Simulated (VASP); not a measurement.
# Sr (P6_3/mmc) in VASP: further runs

Runs on Sr. Level: PBE. Tasks: single point, relaxation of cell and atoms.

All numbers are computed with VASP 6.6.1; they aren't measurements. Logs are shortened: lines on timing, memory, paths and dates and some standing lists are left out, and cuts for length are marked.

### Step 1. The cell of the first run

Symmetry: P6_3/mmc, No. 194, hexagonal system. The conventional cell has a = 4.270 Å, b = 4.270 Å, c = 7.017 Å, α = 90.00°, β = 90.00°, γ = 120.00°. Within 5.6 Å of Sr (site symmetry -6m2) lie 12 Sr at 4.27 to 4.29 Å.

This isn't the form of Sr at room conditions, which is fcc.

### Step 2. Single point, PBE

INCAR reads:

```
PREC     = Accurate       # precision mode
ENCUT    = 520            # plane-wave cutoff, eV
EDIFF    = 1E-6           # SCF threshold, eV
ISMEAR   = 0              # smearing method
SIGMA    = 0.05           # smearing width, eV
LREAL    = False          # projectors in reciprocal space
LASPH    = True           # aspherical terms in the spheres
NELM     = 100            # most SCF steps
ALGO     = Normal         # electronic algorithm
ISIF     = 2              # what is computed and relaxed
LWAVE    = False          # write WAVECAR
LCHARG   = True           # write CHGCAR
GGA      = PE             # functional
LELF     = True           # ELF
LVHAR    = True         
NBANDS   = 17             # bands
```

KPOINTS reads:

```
regular mesh
0
Gamma
  12 12 6
```

POSCAR reads:

```
Sr
1.0
    4.2703746151      0.0000000000      0.0000000000
   -2.1351873075      3.6982529003      0.0000000000
    0.0000000000      0.0000000000      7.0174248824
Sr
2
Direct
    0.3333333333      0.6666666667      0.7500000000
    0.6666666667      0.3333333333      0.2500000000
```

Potentials or basis: VASP PAW PBE potentials, release 64 (Sr_sv).

Run with:

```bash
cat potpaw_PBE.64/Sr_sv/POTCAR > POTCAR
mpirun -np 1 vasp_std > vasp.out
```

OUTCAR:

```text
PREC = Accurate
   ENCUT = 520
   EDIFF = 1E-6
   ISMEAR = 0
   LREAL = False
   LASPH = True
   NELM = 100
   ISIF = 2
   GGA = PE

 ion  position               nearest neighbor table
   1  0.333  0.667  0.750-   2 4.29   2 4.29   2 4.29   2 4.29   2 4.29   2 4.29
   2  0.667  0.333  0.250-   1 4.29   1 4.29   1 4.29   1 4.29   1 4.29   1 4.29

  LATTYP: Found a hexagonal cell.
 ALAT       =     4.2703746151
 C/A-ratio  =     1.6432808629

  Lattice vectors:

 A1 = (   4.2703746151,   0.0000000000,   0.0000000000)
 A2 = (  -2.1351873075,   3.6982529003,   0.0000000000)
 A3 = (   0.0000000000,   0.0000000000,   7.0174248824)

Analysis of symmetry for initial positions (statically):
=====================================================================
 Subroutine PRICEL returns:
 Original cell was already a primitive cell.

 Routine SETGRP: Setting up the symmetry group for a
 hexagonal supercell.

 Subroutine GETGRP returns: Found 24 space group operations
 (whereof 12 operations were pure point group operations)
 out of a pool of 24 trial point group operations.

The static configuration has the point symmetry D_3d.
 The point group associated with its full space group is D_6h.

Analysis of symmetry for dynamics (positions and initial velocities):
=====================================================================
 Subroutine PRICEL returns:
 Original cell was already a primitive cell.

 Routine SETGRP: Setting up the symmetry group for a
 hexagonal supercell.

 Subroutine GETGRP returns: Found 24 space group operations
 (whereof 12 operations were pure point group operations)
 out of a pool of 24 trial point group operations.

The dynamic configuration has the point symmetry D_3d.
 The point group associated with its full space group is D_6h.

 Subroutine INISYM returns: Found 24 space group operations
 (whereof 12 operations are pure point group operations),
 and found     1 'primitive' translations

----------------------------------------------------------------------------------------

                                     Primitive cell

  volume of cell :     110.8257

  direct lattice vectors                    reciprocal lattice vectors
     4.270374615  0.000000000  0.000000000     0.234171493  0.135198975  0.000000000
    -2.135187307  3.698252900  0.000000000     0.000000000  0.270397949  0.000000000
     0.000000000  0.000000000  7.017424882     0.000000000  0.000000000  0.142502416

  length of vectors
     4.270374615  4.270374615  7.017424882     0.270397949  0.270397949  0.142502416

  position of ions in fractional coordinates (direct lattice)
     0.333333333  0.666666667  0.750000000
     0.666666667  0.333333333  0.250000000

  ion indices of the primitive-cell ions
   primitive index   ion index
                 1           1
                 2           2

----------------------------------------------------------------------------------------

 KPOINTS: regular mesh

Automatic generation of k-mesh.
 Grid dimensions read from file:
 generate k-points for:   12   12    6

 Generating k-lattice:

  Cartesian coordinates                     Fractional coordinates (reciprocal lattice)
     0.019514291  0.011266581  0.000000000     0.083333333  0.000000000  0.000000000
     0.000000000  0.022533162  0.000000000     0.000000000  0.083333333  0.000000000
     0.000000000  0.000000000  0.023750403     0.000000000  0.000000000  0.166666667

  Length of vectors
     0.022533162  0.022533162  0.023750403

  Shift w.r.t. Gamma in fractional coordinates (k-lattice)
     0.000000000  0.000000000  0.000000000

 Subroutine IBZKPT returns following result:
 ===========================================

 Found     76 irreducible k-points:

 Following reciprocal coordinates:
            Coordinates               Weight
  0.000000  0.000000  0.000000      1.000000
  0.083333  0.000000  0.000000      6.000000
  0.166667  0.000000  0.000000      6.000000
  0.250000  0.000000  0.000000      6.000000
  0.333333  0.000000  0.000000      6.000000
  0.416667  0.000000  0.000000      6.000000
[... 16 lines left out ...]
  0.250000  0.000000  0.166667     12.000000
  0.333333  0.000000  0.166667     12.000000
 [... further k-points ...]
   k-points           NKPTS =     76   k-points in BZ     NKDIM =     76   number of bands    NBANDS=     17
   number of dos      NEDOS =    301   number of ions     NIONS =      2
   total plane-waves  NPLWV =  55296
   dimension x,y,z NGX =    32 NGY =   32 NGZ =   54
   dimension x,y,z NGXF=    64 NGYF=   64 NGZF=  108
   ions per type =               2
   NGX,Y,Z   is equivalent  to a cutoff of  12.46, 12.46, 12.79 a.u.
   NGXF,Y,Z  is equivalent  to a cutoff of  24.92, 24.92, 25.59 a.u.
 SYSTEM =  unknown system
   PREC   = accura    normal or accurate (medium, high low for compatibility)
   ISTART =      0    job   : 0-new  1-cont  2-samecut
   ICHARG =      2    charge: 1-file 2-atom 10-const
   ISPIN  =      1    spin polarized calculation?
   LNONCOLLINEAR =      F non collinear calculations
   LSORBIT =      F    spin-orbit coupling
   LASPH  =      T    aspherical Exc in radial PAW
   ENCUT  =  520.0 eV  38.22 Ry    6.18 a.u.   7.94  7.94 13.05*2*pi/ulx,y,z
   NELM   =    100;   NELMIN=  2; NELMDL= -5     # of ELM steps
   EDIFF  = 0.1E-05   stopping-criterion for ELM
   LREAL  =      F    real-space projection
   EDIFFG = 0.1E-04   stopping-criterion for IOM
   NSW    =      0    number of steps for IOM
   IBRION =     -1    ionic relax: 0-MD 1-quasi-New 2-CG
   NFREE  =      0    steps in history (QN), initial steepest desc. (CG)
   ISIF   =      2    stress and relaxation
   ISYM   =      2    0-nonsym 1-usesym 2-fastsym
   POTIM  = 0.5000    time-step for ionic-motion
   TEBEG  =    0.0;   TEEND  =   0.0 temperature during run
   PSTRESS=    0.0 pullay stress
   NELECT =      20.0000    total number of electrons
   NUPDOWN=      -1.0000    fix difference up-down
   EMIN   =  10.00;   EMAX   =-10.00  energy-range for DOS
   EFERMI =   0.00;   METHOD = LEGACY
   ISMEAR =     0;   SIGMA  =   0.05  broadening in eV -4-tet -1-fermi 0-gaus
   EFERMI_NEDOS =   21; number of points for ismear=-14 and -15
   IALGO  =     38    algorithm
   IMIX   =      4    mixing-type and parameters
     AMIX     =   0.40;   BMIX     =  1.00
     AMIX_MAG =   1.60;   BMIX_MAG =  1.00
  volume/ion in A,a.u.               =      55.41       373.94
  Fermi-wavevector in a.u.,A,eV,Ry     =   0.925134  1.748250 11.644862  0.855873
  Thomas-Fermi vector in A             =   2.050956
   LORBIT       =      0    0 simple, 1 ext, 2 COOP (PROOUT), +10 PAW based schemes
   GGA     = PE    functional components
   LHFCALC =     F    Hartree Fock is set to
   AEXX    =    0.0000 exact exchange contribution
   IVDW    =     0    specifies the selected vdW correction
   LEPSILON=     F    determine dielectric tensor
   LRPA    =     F    only Hartree local field effects (RPA)
 non-spin polarized calculation
 Gauss-broadening in eV      SIGMA  =   0.05
  energy-cutoff  :      520.00
  volume of cell :      110.83
 maximum number of plane-waves:      3010
 NGX is ok and might be reduce to    32
   NGX = 15   NGY = 15   NGZ = 27

 number of electron      20.0000001 magnetization

 Free energy of the ion-electron system (eV)
  ---------------------------------------------------
  ext. energy  EPLUGINS =         0.00000000
  ---------------------------------------------------
  free energy    TOTEN  =        -3.26979171 eV

  energy without entropy =       -3.26597557  energy(sigma->0) =       -3.26788364

 E-fermi :   1.5786     XC(G=0):  -7.3281

 val. band max:        1.5743901008   @ k =   0.1667   0.1667   0.0000
 cond. band min:       1.5796343384   @ k =   0.0833   0.0000   0.0000
 fundamental gap:      0.0052442376
 Fermi energy:         1.5785557368

 k-point     1 :       0.0000    0.0000    0.0000
  band No.  band energies     occupation
      1     -35.0733      2.00000
      2     -35.0603      2.00000
      3     -17.1477      2.00000
      4     -16.9884      2.00000
      5     -16.9884      2.00000
      6     -16.9631      2.00000
[... 9 lines left out ...]
     16       4.2568      0.00000
     17       4.7900      0.00000

 k-point     2 :       0.0833    0.0000    0.0000
  band No.  band energies     occupation
      1     -35.0725      2.00000
      2     -35.0598      2.00000
      3     -17.1435      2.00000
      4     -16.9983      2.00000
      5     -16.9915      2.00000
      6     -16.9733      2.00000
[... 9 lines left out ...]
     16       4.3510      0.00000
     17       4.6014      0.00000

 k-point     3 :       0.1667    0.0000    0.0000
  band No.  band energies     occupation
      1     -35.0702      2.00000
      2     -35.0587      2.00000
      3     -17.1316      2.00000
      4     -17.0254      2.00000
      5     -17.0011      2.00000
      6     -16.9998      2.00000
[... 9 lines left out ...]
     16       4.2965      0.00000
     17       4.4301      0.00000

 k-point     4 :       0.2500    0.0000    0.0000
  band No.  band energies     occupation
      1     -35.0670      2.00000
      2     -35.0573      2.00000
      3     -17.1136      2.00000
      4     -17.0627      2.00000
      5     -17.0380      2.00000
      6     -17.0108      2.00000
[... 9 lines left out ...]
     16       4.6282      0.00000
     17       4.6598      0.00000
[... 343 lines left out ...]
      1     -35.0694      2.00000
      2     -35.0595      2.00000
      3     -17.1225      2.00000
      4     -17.0224      2.00000
      5     -17.0081      2.00000
      6     -16.9978      2.00000
[... 9 lines left out ...]
     16       4.4092      0.00000
     17       4.6729      0.00000

 k-point    23 :       0.2500    0.0000    0.1667
  band No.  band energies     occupation
      1     -35.0664      2.00000
      2     -35.0580      2.00000
      3     -17.1109      2.00000
      4     -17.0560      2.00000
      5     -17.0436      2.00000
      6     -17.0085      2.00000
[... 9 lines left out ...]
     16       4.6551      0.00000
     17       4.7572      0.00000

 k-point    24 :       0.3333    0.0000    0.1667
  band No.  band energies     occupation
      1     -35.0631      2.00000
      2     -35.0566      2.00000
      3     -17.1142      2.00000
      4     -17.0838      2.00000
      5     -17.0670      2.00000
      6     -17.0190      2.00000
[... 9 lines left out ...]
     16       5.0467      0.00000
     17       5.1455      0.00000

 [... further k-points ...]

------------------------ aborting loop because EDIFF is reached ----------------------------------------

  FORCE on cell =-STRESS in cart. coord.  units (eV):
  Direction    XX          YY          ZZ          XY          YZ          ZX
  --------------------------------------------------------------------------------------
  -------------------------------------------------------------------------------------
  Total        0.0058536      0.0058536      0.0119229      0.0000000      0.0000000      0.0000000
  in kB        0.0846235      0.0846235      0.1723668      0.0000000      0.0000000      0.0000000
  external PRESSURE =       0.1138713 kB  Pullay stress =       0.0000000 kB

 VOLUME and BASIS-vectors are now :
 -----------------------------------------------------------------------------
  energy-cutoff  :      520.00
  volume of cell :      110.83
      direct lattice vectors                 reciprocal lattice vectors
     4.270374615  0.000000000  0.000000000     0.234171493  0.135198975  0.000000000
    -2.135187307  3.698252900  0.000000000     0.000000000  0.270397949  0.000000000
     0.000000000  0.000000000  7.017424882     0.000000000  0.000000000  0.142502416

 POSITION                                       TOTAL-FORCE (eV/Angst)
 -----------------------------------------------------------------------------------
     -0.00000      2.46550      5.26307        -0.000000      0.000000      0.000000
      2.13519      1.23275      1.75436         0.000000     -0.000000      0.000000
 -----------------------------------------------------------------------------------
    total drift:                               -0.000000      0.000000     -0.000000

  FREE ENERGIE OF THE ION-ELECTRON SYSTEM (eV)
  ---------------------------------------------------
  free  energy   TOTEN  =        -3.2697917104 eV

  energy  without entropy=       -3.2659755657  energy(sigma->0) =       -3.26788364
```

It took 48 s on 1 thread of Intel Xeon 6975P-C (Granite Rapids), shared host; peak memory 0.29 GiB.

Results:

```yaml
Free_energy: -3.2698 eV
Pressure: 0.0 GPa
Band_gap_on_the_k_mesh: zero (bands 10 and 11 overlap by 0.28 eV)
```

### Step 3. Single point, PBE

INCAR reads:

```
SYSTEM = Sr
  PREC = Accurate
  ENCUT = 520
  EDIFF = 1E-6
  ISMEAR = 0
  SIGMA = 0.05
  LREAL = .FALSE.
  LASPH = .TRUE.
  NELM = 60
  ALGO = Normal
  ISIF = 2
  LWAVE = .FALSE.
  LCHARG = .TRUE.
  GGA = PE
  LELF = .TRUE.
  LVHAR = .TRUE.
  NBANDS = 17
```

KPOINTS reads:

```
Automatic mesh
0
G
  12 12 6
  0 0 0
```

POSCAR is that of step 2.

Potentials or basis: VASP PAW PBE potentials, release 64 (Sr_sv).

Run with:

```bash
cat potpaw_PBE.64/Sr_sv/POTCAR > POTCAR
mpirun -np 1 vasp_std > vasp.out
```

OUTCAR:

```text
SYSTEM = Sr
   PREC = Accurate
   ENCUT = 520
   EDIFF = 1E-6
   ISMEAR = 0
   LREAL = .FALSE.
   LASPH = .TRUE.
   NELM = 60
   ISIF = 2
   GGA = PE

 ion  position               nearest neighbor table
   1  0.333  0.667  0.750-   2 4.29   2 4.29   2 4.29   2 4.29   2 4.29   2 4.29
   2  0.667  0.333  0.250-   1 4.29   1 4.29   1 4.29   1 4.29   1 4.29   1 4.29

  LATTYP: Found a hexagonal cell.
 ALAT       =     4.2703746151
 C/A-ratio  =     1.6432808629

  Lattice vectors:

 A1 = (   4.2703746151,   0.0000000000,   0.0000000000)
 A2 = (  -2.1351873075,   3.6982529003,   0.0000000000)
 A3 = (   0.0000000000,   0.0000000000,   7.0174248824)

Analysis of symmetry for initial positions (statically):
=====================================================================
 Subroutine PRICEL returns:
 Original cell was already a primitive cell.

 Routine SETGRP: Setting up the symmetry group for a
 hexagonal supercell.

 Subroutine GETGRP returns: Found 24 space group operations
 (whereof 12 operations were pure point group operations)
 out of a pool of 24 trial point group operations.

The static configuration has the point symmetry D_3d.
[... 163 lines left out ...]

 E-fermi :   1.5786     XC(G=0):  -7.3281

 val. band max:        1.5743901008   @ k =   0.1667   0.1667   0.0000
 cond. band min:       1.5796343384   @ k =   0.0833   0.0000   0.0000
 fundamental gap:      0.0052442376
 Fermi energy:         1.5785557368

 k-point     1 :       0.0000    0.0000    0.0000
  band No.  band energies     occupation
      1     -35.0733      2.00000
      2     -35.0603      2.00000
      3     -17.1477      2.00000
      4     -16.9884      2.00000
      5     -16.9884      2.00000
      6     -16.9631      2.00000
[... 457 lines left out ...]
      4     -17.0838      2.00000
      5     -17.0670      2.00000
      6     -17.0190      2.00000
[... 9 lines left out ...]
     16       5.0467      0.00000
     17       5.1455      0.00000

 [... further k-points ...]

------------------------ aborting loop because EDIFF is reached ----------------------------------------

  FORCE on cell =-STRESS in cart. coord.  units (eV):
  Direction    XX          YY          ZZ          XY          YZ          ZX
  --------------------------------------------------------------------------------------
  -------------------------------------------------------------------------------------
  Total        0.0058536      0.0058536      0.0119229      0.0000000      0.0000000      0.0000000
  in kB        0.0846235      0.0846235      0.1723668      0.0000000      0.0000000      0.0000000
  external PRESSURE =       0.1138713 kB  Pullay stress =       0.0000000 kB

 VOLUME and BASIS-vectors are now :
 -----------------------------------------------------------------------------
  energy-cutoff  :      520.00
  volume of cell :      110.83
      direct lattice vectors                 reciprocal lattice vectors
     4.270374615  0.000000000  0.000000000     0.234171493  0.135198975  0.000000000
    -2.135187307  3.698252900  0.000000000     0.000000000  0.270397949  0.000000000
     0.000000000  0.000000000  7.017424882     0.000000000  0.000000000  0.142502416

 POSITION                                       TOTAL-FORCE (eV/Angst)
 -----------------------------------------------------------------------------------
     -0.00000      2.46550      5.26307        -0.000000      0.000000      0.000000
      2.13519      1.23275      1.75436         0.000000     -0.000000      0.000000
 -----------------------------------------------------------------------------------
    total drift:                               -0.000000      0.000000     -0.000000

  FREE ENERGIE OF THE ION-ELECTRON SYSTEM (eV)
  ---------------------------------------------------
  free  energy   TOTEN  =        -3.2697917104 eV

  energy  without entropy=       -3.2659755657  energy(sigma->0) =       -3.26788364
```

OSZICAR:

```text
N       E                     dE             d eps       ncg     rms          rms(c)
DAV:   1     0.109688167155E+03    0.10969E+03   -0.93769E+03  2584   0.988E+02
DAV:   2     0.531949349547E+01   -0.10437E+03   -0.10278E+03  3375   0.228E+02
DAV:   3    -0.307119999931E+01   -0.83907E+01   -0.83719E+01  4670   0.470E+01
DAV:   4    -0.326185323393E+01   -0.19065E+00   -0.19049E+00  3470   0.639E+00
DAV:   5    -0.326625357437E+01   -0.44003E-02   -0.43996E-02  4118   0.762E-01    0.160E+01
DAV:   6    -0.326810263860E+01   -0.18491E-02   -0.13709E-02  3395   0.120E+00    0.906E+00
DAV:   7    -0.326963395040E+01   -0.15313E-02   -0.23631E-02  3051   0.156E+00    0.424E-01
DAV:   8    -0.326971040244E+01   -0.76452E-04   -0.31937E-03  4173   0.276E-01    0.141E-01
DAV:   9    -0.326976219333E+01   -0.51791E-04   -0.11476E-04  3669   0.573E-02    0.460E-02
DAV:  10    -0.326979372939E+01   -0.31536E-04   -0.17090E-05  3407   0.320E-02    0.240E-02
DAV:  11    -0.326979259059E+01    0.11388E-05   -0.63325E-07  2722   0.588E-03    0.375E-03
DAV:  12    -0.326979171042E+01    0.88017E-06   -0.44442E-07  2132   0.442E-03
   1 F= -.32697917E+01 E0= -.32678836E+01  d E =-.381614E-02
```

Wall time 47 s (1 thread of Intel Xeon 6975P-C (Granite Rapids), shared host); peak memory 0.29 GiB.

What came out:

| Item | Value |
| --- | --- |
| Free energy | -3.2698 eV |
| Pressure | 0.0 GPa |
| Band gap on the k mesh | zero (bands 10 and 11 overlap by 0.28 eV) |

(Continued in part 2 of 2.)
